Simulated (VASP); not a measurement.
# BN (F-43m) in VASP: further runs, part 2 of 2

VASP 6.6.1.

## Step 3: Relaxation of cell and atoms, PBEsol, target pressure 90 GPa, at which the enthalpy is minimised

This run uses another cell than the first one, of 4.86 Å³/atom, 0.923 times its volume.

File INCAR:

```
  PREC = Accurate
  ENCUT = 600
  EDIFF = 1E-6
  ISMEAR = 0
  SIGMA = 0.02
  LREAL = False
  LASPH = True
  NELM = 80
  ALGO = Normal
  ISIF = 3
  LWAVE = False
  LCHARG = False
  GGA = PS
  IBRION = 2
  NSW = 70
  EDIFFG = -0.008
  PSTRESS = 900.0
```

File KPOINTS:

```
Automatic mesh
0
Gamma
  12 12 12
```

File POSCAR:

```
BN
1.0
    1.1978385866      0.6915724304      1.9560923770
   -1.1978385866      0.6915724304      1.9560923770
    0.0000000000     -1.3831448608      1.9560923770
B N
1 1
Direct
    1.0412169435      1.0412169435      1.0412169435
    0.2912160565      0.2912160565      0.2912160565
```

Potentials or basis: VASP PAW PBE potentials, release 64 (B, N).

Command:

```console
cat potpaw_PBE.64/B/POTCAR potpaw_PBE.64/N/POTCAR > POTCAR
mpirun -np 1 vasp_std > vasp.out
```

OUTCAR:

```text
PREC = Accurate
   ENCUT = 600
   EDIFF = 1E-6
   ISMEAR = 0
   LREAL = False
   LASPH = True
   NELM = 80
   ISIF = 3
   GGA = PS
   IBRION = 2
   NSW = 70
   EDIFFG = -0.008
   PSTRESS = 900.0

 ion  position               nearest neighbor table
   1  0.041  0.041  0.041-   2 1.47   2 1.47   2 1.47   2 1.47
   2  0.291  0.291  0.291-   1 1.47   1 1.47   1 1.47   1 1.47

  LATTYP: Found a trigonal (rhomboedric) cell.
 ALAT       =     2.3957017956
 COS(alpha) =     0.5000102777

  Lattice vectors:

 A1 = (   1.1978385866,   0.6915724304,   1.9560923770)
 A2 = (  -1.1978385866,   0.6915724304,   1.9560923770)
 A3 = (   0.0000000000,  -1.3831448608,   1.9560923770)

Analysis of symmetry for initial positions (statically):
=====================================================================
 Subroutine PRICEL returns:
 Original cell was already a primitive cell.

 Routine SETGRP: Setting up the symmetry group for a
 trigonal (rhombohedral) supercell.

 Subroutine GETGRP returns: Found  6 space group operations
 (whereof  6 operations were pure point group operations)
 out of a pool of 12 trial point group operations.

The static configuration has the point symmetry C_3v.

Analysis of symmetry for dynamics (positions and initial velocities):
=====================================================================
 Subroutine PRICEL returns:
 Original cell was already a primitive cell.

 Routine SETGRP: Setting up the symmetry group for a
 trigonal (rhombohedral) supercell.

 Subroutine GETGRP returns: Found  6 space group operations
 (whereof  6 operations were pure point group operations)
 out of a pool of 12 trial point group operations.

The dynamic configuration has the point symmetry C_3v.

 Subroutine INISYM returns: Found  6 space group operations
 (whereof  6 operations are pure point group operations),
 and found     1 'primitive' translations

----------------------------------------------------------------------------------------

                                     Primitive cell

  volume of cell :       9.7225

[... 93 lines left out ...]
   NFREE  =      1    steps in history (QN), initial steepest desc. (CG)
   ISIF   =      3    stress and relaxation
   ISYM   =      2    0-nonsym 1-usesym 2-fastsym
   POTIM  = 0.5000    time-step for ionic-motion
   TEBEG  =    0.0;   TEEND  =   0.0 temperature during run
   PSTRESS=  900.0 pullay stress
   NELECT =       8.0000    total number of electrons
   NUPDOWN=      -1.0000    fix difference up-down
   EMIN   =  10.00;   EMAX   =-10.00  energy-range for DOS
   EFERMI =   0.00;   METHOD = LEGACY
   ISMEAR =     0;   SIGMA  =   0.02  broadening in eV -4-tet -1-fermi 0-gaus
   EFERMI_NEDOS =   21; number of points for ismear=-14 and -15
   IALGO  =     38    algorithm
   IMIX   =      4    mixing-type and parameters
     AMIX     =   0.40;   BMIX     =  1.00
     AMIX_MAG =   1.60;   BMIX_MAG =  1.00
  volume/ion in A,a.u.               =       4.86        32.81
  Fermi-wavevector in a.u.,A,eV,Ry     =   1.534073  2.898977 32.019669  2.353379
  Thomas-Fermi vector in A             =   2.641052
   LORBIT       =      0    0 simple, 1 ext, 2 COOP (PROOUT), +10 PAW based schemes
   GGA     = PS    functional components
   LHFCALC =     F    Hartree Fock is set to
   AEXX    =    0.0000 exact exchange contribution
   IVDW    =     0    specifies the selected vdW correction
   LEPSILON=     F    determine dielectric tensor
   LRPA    =     F    only Hartree local field effects (RPA)
 conjugate gradient relaxation of ions
 non-spin polarized calculation
 Gauss-broadening in eV      SIGMA  =   0.02
  energy-cutoff  :      600.00
  volume of cell :        9.72
 maximum number of plane-waves:       332
   NGX =  9   NGY =  9   NGZ =  9

--------------------------------------- Ionic step        1  -------------------------------------------

 number of electron       8.0000000 magnetization

 Free energy of the ion-electron system (eV)
  ---------------------------------------------------
  ext. energy  EPLUGINS =         0.00000000
  ---------------------------------------------------
  free energy    TOTEN  =       -17.78970146 eV

  energy without entropy =      -17.78970146  energy(sigma->0) =      -17.78970146

 E-fermi :  10.1292     XC(G=0): -13.9920

 val. band max:        9.9575420091   @ k =   0.0000   0.0000   0.0000
 cond. band min:      14.4163412027   @ k =   0.5000   0.5000  -0.0000
 fundamental gap:      4.4587991935
 Fermi energy:        10.1292443563

 k-point     1 :       0.0000    0.0000    0.0000
  band No.  band energies     occupation
      1     -12.6896      2.00000
      2       9.9574      2.00000
      3       9.9575      2.00000
      4       9.9575      2.00000
      5      19.6340      0.00000
      6      19.6345      0.00000
      7      19.6345      0.00000
      8      23.5523      0.00000
[... 328 lines left out ...]
--------------------------------------- Ionic step        3  -------------------------------------------

 number of electron       8.0000000 magnetization

 Free energy of the ion-electron system (eV)
  ---------------------------------------------------
  ext. energy  EPLUGINS =         0.00000000
  ---------------------------------------------------
  free energy    TOTEN  =       -17.89118892 eV

  energy without entropy =      -17.89118892  energy(sigma->0) =      -17.89118892

 E-fermi :   9.8444     XC(G=0): -13.9031

 val. band max:        9.7101580281   @ k =   0.0000   0.0000   0.0000
 cond. band min:      14.1543364959   @ k =   0.5000   0.5000  -0.0000
 fundamental gap:      4.4441784679
 Fermi energy:         9.8443722509

 k-point     1 :       0.0000    0.0000    0.0000
  band No.  band energies     occupation
      1     -12.7096      2.00000
      2       9.7100      2.00000
      3       9.7102      2.00000
      4       9.7102      2.00000
      5      19.3055      0.00000
      6      19.3056      0.00000
      7      19.3056      0.00000
      8      22.9936      0.00000
[... 286 lines left out ...]
  energy  without entropy=      -17.8911889172  energy(sigma->0) =      -17.89118892

  enthalpy is  TOTEN    =       -12.3344740614 eV   P V=        5.5567148558

 reached required accuracy - stopping structural energy minimisation
```

CONTCAR:

```text
BN
   1.00000000000000
     1.2047664615438995    0.6955722408617805    1.9673871172098627
    -1.2047664615438995    0.6955722408617805    1.9673871172098627
    -0.0000000000000000   -1.3911444817235610    1.9673871172098627
  B               N
     1     1
Direct
     0.0412169428985521    0.0412169428985521    0.0412169428985521
     0.2912160571014425    0.2912160571014425    0.2912160571014425

  0.00000000E+00  0.00000000E+00  0.00000000E+00
  0.00000000E+00  0.00000000E+00  0.00000000E+00
```

It took 60 s on 1 thread of Intel Xeon 8259CL, shared host; peak memory 0.13 GiB.

What came out:

- Free energy: -17.8912 eV
- Relaxed volume: 4.95 Å³/atom
- Relaxed cell: a = 2.410 Å, b = 2.410 Å, c = 2.410 Å, α = 60.00°, β = 60.00°, γ = 60.00°
- Space group after relaxing (to 0.05 Å): F-43m (No. 216)
- Energy change on relaxing (the enthalpy is what falls): -50.7 meV/atom
- Ionic steps: 3
- Pressure after relaxing: 89.9 GPa
- Band gap on the k mesh: 4.44 eV, indirect (least direct gap 9.60 eV)

The path:
```csv
step,energy change (eV),largest force (eV/Å),pressure (GPa),volume (Å³)
1,0.0000,0.0000,102.07,9.72
2,-0.2745,0.0004,66.98,10.25
3,-0.1015,0.0002,89.87,9.89
```

Final structure:
```
B N
1.0
     1.20477    0.69557    1.96739
    -1.20477    0.69557    1.96739
     0.00000   -1.39114    1.96739
B N
1 1
Direct
  0.04122 0.04122 0.04122
  0.29122 0.29122 0.29122
```

Caveat: the cell is relaxed towards a set pressure, so the enthalpy falls and the energy may rise; the PAW data sets were made with another functional, which shifts forces and pressure a little.
